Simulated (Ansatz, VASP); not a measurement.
## One calculation of In2O3, two programs

```
In O
1.0
     2.74350    1.58396    4.69157
    -2.74350    1.58396    4.69157
     0.00000   -3.16792    4.69157
In O
4 6
Direct
  0.35987 0.35987 0.35987
  0.14013 0.14013 0.14013
  0.64013 0.64013 0.64013
  0.85987 0.85987 0.85987
  0.54489 0.95511 0.25000
  0.25000 0.54489 0.95511
  0.95511 0.25000 0.54489
  0.45511 0.04489 0.75000
  0.75000 0.45511 0.04489
  0.04489 0.75000 0.45511
```

Change from the starting cell: z stretched by -3 %, ions relaxed.

Alike in both runs: functional PBE; k mesh 7 × 7 × 7; occupations fermi-dirac, width 0.02 eV; no spin polarisation.

Ansatz relaxed the structure, and its values are those at the end. VASP's run is a single point on that final structure, the one shown.

|  | VASP | Ansatz |
| --- | --- | --- |
| version | VASP 6.6.1 | Ansatz 0.2.0 |
| potentials or method | VASP PAW PBE potentials, release 64 (In_d, O) | plane-wave PAW, scalar-relativistic |
| plane-wave cutoff (eV) | 520 | 420 |
| valence electrons in the cell | 88 | 88 |

Ansatz gave:

```
gap on the k mesh at the Fermi level (eV) : 1.41
pressure (GPa)                            : 13.5
rms of the force components (eV/Å)        : 0.000
```

Which values does VASP return?

gap on the k mesh at the Fermi level (eV): 1.40; pressure (GPa): 14.1; rms of the force components (eV/Å): 0.006.

With one functional, cell and mesh, what is left measures potentials, basis and numerics. Ansatz's warnings: stress scf threshold loose.
